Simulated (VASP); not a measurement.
# NdRe (Pm-3m) in VASP: single point with PBEsol

Aim: the single point of NdRe with PBEsol.

Program: VASP 6.6.1. These are calculated values, not measurements. Logs are shortened: lines on timing, memory, paths and dates and some standing lists are left out, and cuts for length are marked.

**1. The cell of the first run**

The structure is cubic, space group Pm-3m (No. 221). The conventional cell has a = 3.376 Å, b = 3.376 Å, c = 3.376 Å, α = 90.00°, β = 90.00°, γ = 90.00°. Nd (site symmetry m-3m) has 8 Re at 2.92 Å and 6 Nd at 3.38 Å within 3.9 Å. Within 3.9 Å of Re (site symmetry m-3m) lie 8 Nd at 2.92 Å and 6 Re at 3.38 Å.

**2. Single point, PBEsol, collinear spin, ferromagnetic start**

INCAR reads:

```
PREC = Accurate
ENCUT = 520
EDIFF = 1E-6
ISMEAR = 0
SIGMA = 0.05
LREAL = False
LASPH = True
NELM = 150
ALGO = Normal
ISIF = 2
LWAVE = False
LCHARG = True
ISPIN = 2
MAGMOM = 3 0
LORBIT = 11
LMAXMIX = 6
GGA = PS
LELF = True
LVHAR = True
NBANDS = 22
```

KPOINTS reads:

```
regular mesh
0
Gamma
  8 8 8
```

POSCAR reads:

```
NdRe
1.0
    3.3763305395      0.0000000000      0.0000000000
    0.0000000000      3.3763305395      0.0000000000
    0.0000000000      0.0000000000      3.3763305395
Nd Re
1 1
Direct
    0.0000000000      0.0000000000      0.0000000000
    0.5000000000      0.5000000000      0.5000000000
```

Potentials or basis: VASP PAW PBE potentials, release 64 (Nd, Re).

Run with:

```bash
> cat potpaw_PBE.64/Nd/POTCAR potpaw_PBE.64/Re/POTCAR > POTCAR
> mpirun -np 1 vasp_std > vasp.out
```

OUTCAR:

```text
PREC = Accurate
   ENCUT = 520
   EDIFF = 1E-6
   ISMEAR = 0
   LREAL = False
   LASPH = True
   NELM = 150
   ISIF = 2
   ISPIN = 2
   LORBIT = 11
   GGA = PS

 ion  position               nearest neighbor table
   1  0.000  0.000  0.000-   2 2.92   2 2.92   2 2.92   2 2.92   2 2.92   2 2.92   2 2.92   2 2.92

   2  0.500  0.500  0.500-   1 2.92   1 2.92   1 2.92   1 2.92   1 2.92   1 2.92   1 2.92   1 2.92

  LATTYP: Found a simple cubic cell.
 ALAT       =     3.3763305395

  Lattice vectors:

 A1 = (   3.3763305395,   0.0000000000,   0.0000000000)
 A2 = (   0.0000000000,   3.3763305395,   0.0000000000)
 A3 = (   0.0000000000,   0.0000000000,   3.3763305395)

Analysis of symmetry for initial positions (statically):
=====================================================================
 Subroutine PRICEL returns:
 Original cell was already a primitive cell.

 Routine SETGRP: Setting up the symmetry group for a
 simple cubic supercell.

 Subroutine GETGRP returns: Found 48 space group operations
 (whereof 48 operations were pure point group operations)
 out of a pool of 48 trial point group operations.

The static configuration has the point symmetry O_h .

Analysis of symmetry for dynamics (positions and initial velocities):
=====================================================================
 Subroutine PRICEL returns:
 Original cell was already a primitive cell.

 Routine SETGRP: Setting up the symmetry group for a
 simple cubic supercell.

 Subroutine GETGRP returns: Found 48 space group operations
 (whereof 48 operations were pure point group operations)
 out of a pool of 48 trial point group operations.

The dynamic configuration has the point symmetry O_h .

Analysis of structural, dynamic, and magnetic symmetry:
=====================================================================
 Subroutine PRICEL returns:
 Original cell was already a primitive cell.

 Routine SETGRP: Setting up the symmetry group for a
 simple cubic supercell.

 Subroutine GETGRP returns: Found 48 space group operations
 (whereof 48 operations were pure point group operations)
 out of a pool of 48 trial point group operations.

The overall configuration has the point symmetry O_h .

 Subroutine INISYM returns: Found 48 space group operations
 (whereof 48 operations are pure point group operations),
 and found     1 'primitive' translations

----------------------------------------------------------------------------------------

                                     Primitive cell

  volume of cell :      38.4888

  direct lattice vectors                    reciprocal lattice vectors
     3.376330540  0.000000000  0.000000000     0.296179532  0.000000000  0.000000000
     0.000000000  3.376330540  0.000000000     0.000000000  0.296179532  0.000000000
     0.000000000  0.000000000  3.376330540     0.000000000  0.000000000  0.296179532

  length of vectors
     3.376330540  3.376330540  3.376330540     0.296179532  0.296179532  0.296179532

  position of ions in fractional coordinates (direct lattice)
     0.000000000  0.000000000  0.000000000
     0.500000000  0.500000000  0.500000000

  ion indices of the primitive-cell ions
   primitive index   ion index
                 1           1
                 2           2

----------------------------------------------------------------------------------------

 KPOINTS: regular mesh

Automatic generation of k-mesh.
 Grid dimensions read from file:
 generate k-points for:    8    8    8

 Generating k-lattice:

  Cartesian coordinates                     Fractional coordinates (reciprocal lattice)
     0.037022442  0.000000000  0.000000000     0.125000000  0.000000000  0.000000000
     0.000000000  0.037022442  0.000000000     0.000000000  0.125000000  0.000000000
     0.000000000  0.000000000  0.037022442     0.000000000  0.000000000  0.125000000

  Length of vectors
     0.037022442  0.037022442  0.037022442

  Shift w.r.t. Gamma in fractional coordinates (k-lattice)
     0.000000000  0.000000000  0.000000000

 Subroutine IBZKPT returns following result:
 ===========================================

 Found     35 irreducible k-points:

 Following reciprocal coordinates:
            Coordinates               Weight
  0.000000  0.000000  0.000000      1.000000
  0.125000  0.000000  0.000000      6.000000
  0.250000  0.000000  0.000000      6.000000
  0.375000  0.000000  0.000000      6.000000
  0.500000  0.000000  0.000000      3.000000
  0.125000  0.125000  0.000000     12.000000
[... 16 lines left out ...]
  0.375000  0.375000  0.125000     24.000000
  0.500000  0.375000  0.125000     24.000000
 [... further k-points ...]
   k-points           NKPTS =     35   k-points in BZ     NKDIM =     35   number of bands    NBANDS=     22
   number of dos      NEDOS =    301   number of ions     NIONS =      2
   total plane-waves  NPLWV =  21952
   dimension x,y,z NGX =    28 NGY =   28 NGZ =   28
   dimension x,y,z NGXF=    56 NGYF=   56 NGZF=   56
   ions per type =               1   1
   NGX,Y,Z   is equivalent  to a cutoff of  13.79, 13.79, 13.79 a.u.
   NGXF,Y,Z  is equivalent  to a cutoff of  27.57, 27.57, 27.57 a.u.
 SYSTEM =  unknown system
   PREC   = accura    normal or accurate (medium, high low for compatibility)
   ISTART =      0    job   : 0-new  1-cont  2-samecut
   ICHARG =      2    charge: 1-file 2-atom 10-const
   ISPIN  =      2    spin polarized calculation?
   LNONCOLLINEAR =      F non collinear calculations
   LSORBIT =      F    spin-orbit coupling
   LASPH  =      T    aspherical Exc in radial PAW
   ENCUT  =  520.0 eV  38.22 Ry    6.18 a.u.   6.28  6.28  6.28*2*pi/ulx,y,z
   NELM   =    150;   NELMIN=  2; NELMDL= -5     # of ELM steps
   EDIFF  = 0.1E-05   stopping-criterion for ELM
   LREAL  =      F    real-space projection
   EDIFFG = 0.1E-04   stopping-criterion for IOM
   NSW    =      0    number of steps for IOM
   IBRION =     -1    ionic relax: 0-MD 1-quasi-New 2-CG
   NFREE  =      0    steps in history (QN), initial steepest desc. (CG)
   ISIF   =      2    stress and relaxation
   ISYM   =      2    0-nonsym 1-usesym 2-fastsym
   POTIM  = 0.5000    time-step for ionic-motion
   TEBEG  =    0.0;   TEEND  =   0.0 temperature during run
   PSTRESS=    0.0 pullay stress
   NELECT =      21.0000    total number of electrons
   NUPDOWN=      -1.0000    fix difference up-down
   EMIN   =  10.00;   EMAX   =-10.00  energy-range for DOS
   EFERMI =   0.00;   METHOD = LEGACY
   ISMEAR =     0;   SIGMA  =   0.05  broadening in eV -4-tet -1-fermi 0-gaus
   EFERMI_NEDOS =   21; number of points for ismear=-14 and -15
   IALGO  =     38    algorithm
   IMIX   =      4    mixing-type and parameters
     AMIX     =   0.40;   BMIX     =  1.00
     AMIX_MAG =   1.60;   BMIX_MAG =  1.00
  volume/ion in A,a.u.               =      19.24       129.87
  Fermi-wavevector in a.u.,A,eV,Ry     =   1.337734  2.527950 24.348050  1.789531
  Thomas-Fermi vector in A             =   2.466259
   LORBIT       =     11    0 simple, 1 ext, 2 COOP (PROOUT), +10 PAW based schemes
   GGA     = PS    functional components
   LHFCALC =     F    Hartree Fock is set to
   AEXX    =    0.0000 exact exchange contribution
   IVDW    =     0    specifies the selected vdW correction
   LEPSILON=     F    determine dielectric tensor
   LRPA    =     F    only Hartree local field effects (RPA)
 spin polarized calculation
 Gauss-broadening in eV      SIGMA  =   0.05
  energy-cutoff  :      520.00
  volume of cell :       38.49
 maximum number of plane-waves:      1064
 NGX is ok and might be reduce to    28
   NGX = 13   NGY = 13   NGZ = 13

 number of electron      21.0000000 magnetization      -0.0090851

 number of electron      21.0000000 magnetization       0.0044053

 Free energy of the ion-electron system (eV)
  ---------------------------------------------------
  ext. energy  EPLUGINS =         0.00000000
  ---------------------------------------------------
  free energy    TOTEN  =       -18.41006154 eV

  energy without entropy =      -18.39073149  energy(sigma->0) =      -18.40039652

 E-fermi :   6.9624     XC(G=0): -12.6706

 val. band max:        6.9591994973   @ k =   0.2500   0.1250   0.1250
 cond. band min:       6.9659865978   @ k =   0.5000   0.3750   0.3750
 fundamental gap:      0.0067871005
 Fermi energy:         6.9623974796

 spin component 1

 k-point     1 :       0.0000    0.0000    0.0000
  band No.  band energies     occupation
      1     -29.5291      1.00000
      2     -10.2208      1.00000
      3     -10.2208      1.00000
      4     -10.2208      1.00000
      5       1.0602      1.00000
      6       2.8224      1.00000
[... 14 lines left out ...]
     21      15.4214      0.00000
     22      15.4214      0.00000

 k-point     2 :       0.1250    0.0000    0.0000
  band No.  band energies     occupation
      1     -29.5088      1.00000
      2     -10.4694      1.00000
      3     -10.2149      1.00000
      4     -10.2149      1.00000
      5       1.4840      1.00000
      6       2.9540      1.00000
[... 14 lines left out ...]
     21      13.7304      0.00000
     22      15.1169      0.00000

 k-point     3 :       0.2500    0.0000    0.0000
  band No.  band energies     occupation
      1     -29.4592      1.00000
      2     -11.0172      1.00000
      3     -10.2009      1.00000
      4     -10.2009      1.00000
      5       2.5692      1.00000
      6       3.3178      1.00000
[... 14 lines left out ...]
     21      11.7750      0.00000
     22      14.3862      0.00000
[... 476 lines left out ...]
 k-point    23 :       0.3750    0.3750    0.1250
  band No.  band energies     occupation
      1     -29.3023      1.00000
      2     -11.2245      1.00000
      3     -11.1573      1.00000
      4     -10.2453      1.00000
      5       2.8727      1.00000
      6       4.3180      1.00000
[... 14 lines left out ...]
     21      14.4031      0.00000
     22      14.4973      0.00000

 k-point    24 :       0.5000    0.3750    0.1250
  band No.  band energies     occupation
      1     -29.2864      1.00000
      2     -11.3485      1.00000
      3     -11.1439      1.00000
      4     -10.2219      1.00000
      5       2.6530      1.00000
      6       4.2105      1.00000
[... 14 lines left out ...]
     21      14.9809      0.00000
     22      15.6015      0.00000

 [... further k-points ...]

 spin component 2

 k-point     1 :       0.0000    0.0000    0.0000
  band No.  band energies     occupation
      1     -29.5258      1.00000
      2     -10.2182      1.00000
      3     -10.2182      1.00000
      4     -10.2182      1.00000
      5       1.0601      1.00000
      6       2.8215      1.00000
[... 14 lines left out ...]
     21      15.4233      0.00000
     22      15.4233      0.00000

 k-point     2 :       0.1250    0.0000    0.0000
  band No.  band energies     occupation
      1     -29.5054      1.00000
      2     -10.4668      1.00000
      3     -10.2123      1.00000
      4     -10.2123      1.00000
      5       1.4839      1.00000
      6       2.9532      1.00000
[... 14 lines left out ...]
     21      13.7316      0.00000
     22      15.1188      0.00000

 k-point     3 :       0.2500    0.0000    0.0000
  band No.  band energies     occupation
      1     -29.4558      1.00000
      2     -11.0148      1.00000
      3     -10.1983      1.00000
      4     -10.1983      1.00000
      5       2.5691      1.00000
      6       3.3172      1.00000
[... 14 lines left out ...]
     21      11.7761      0.00000
     22      14.3881      0.00000
[... 476 lines left out ...]
 k-point    23 :       0.3750    0.3750    0.1250
  band No.  band energies     occupation
      1     -29.2989      1.00000
      2     -11.2222      1.00000
      3     -11.1549      1.00000
      4     -10.2427      1.00000
      5       2.8723      1.00000
      6       4.3174      1.00000
[... 14 lines left out ...]
     21      14.4036      0.00000
     22      14.4979      0.00000

 k-point    24 :       0.5000    0.3750    0.1250
  band No.  band energies     occupation
      1     -29.2830      1.00000
      2     -11.3462      1.00000
      3     -11.1415      1.00000
      4     -10.2193      1.00000
      5       2.6527      1.00000
      6       4.2099      1.00000
[... 14 lines left out ...]
     21      14.9816      0.00000
     22      15.6022      0.00000

 [... further k-points ...]
[... 5 lines left out ...]
  --------------------------------------------------------------------------------------
  -------------------------------------------------------------------------------------
  Total       -1.0547871     -1.0547871     -1.0547871      0.0000000      0.0000000      0.0000000
  in kB      -43.9076847    -43.9076847    -43.9076847      0.0000000      0.0000000      0.0000000
  external PRESSURE =     -43.9076847 kB  Pullay stress =       0.0000000 kB

 VOLUME and BASIS-vectors are now :
 -----------------------------------------------------------------------------
  energy-cutoff  :      520.00
  volume of cell :       38.49
      direct lattice vectors                 reciprocal lattice vectors
     3.376330540  0.000000000  0.000000000     0.296179532  0.000000000  0.000000000
     0.000000000  3.376330540  0.000000000     0.000000000  0.296179532  0.000000000
     0.000000000  0.000000000  3.376330540     0.000000000  0.000000000  0.296179532

 POSITION                                       TOTAL-FORCE (eV/Angst)
 -----------------------------------------------------------------------------------
      0.00000      0.00000      0.00000         0.000000      0.000000      0.000000
      1.68817      1.68817      1.68817         0.000000      0.000000      0.000000
 -----------------------------------------------------------------------------------
    total drift:                               -0.000000      0.000000     -0.000000

  FREE ENERGIE OF THE ION-ELECTRON SYSTEM (eV)
  ---------------------------------------------------
  free  energy   TOTEN  =       -18.4100615410 eV

  energy  without entropy=      -18.3907314898  energy(sigma->0) =      -18.40039652

 total charge

# of ion       s       p       d       f       tot
--------------------------------------------------
    1        2.012   5.255   0.873   3.029  11.169
    2        0.653   0.297   4.952   0.000   5.903
--------------------------------------------------
tot          2.664   5.552   5.826   3.029  17.071

 magnetization (x)

# of ion       s       p       d       f       tot
--------------------------------------------------
    1        0.000  -0.000   0.000   0.017   0.018
    2       -0.000   0.000  -0.003   0.000  -0.003
--------------------------------------------------
tot         -0.000  -0.000  -0.003   0.017   0.015
```

Wall time 2 min (1 thread of Intel Xeon Platinum 8259CL at 2.50GHz (Skylake/Cascade Lake), shared host); peak memory 0.22 GiB.

What came out:

* Free energy: -18.4101 eV
* Pressure: -4.4 GPa
* Net moment: 0.00 μB per cell
* Valence electrons inside the program's atomic spheres: Nd 11.17; Re 5.90

Caveat: the magnetic or orbital state may not be the lowest; the PAW data sets were made with another functional, which shifts forces and pressure a little; spin-orbit coupling is left out, which moves the levels of the heavy elements; without U or exact exchange the open f shell lies at the Fermi level, which spoils levels, moments and volumes.
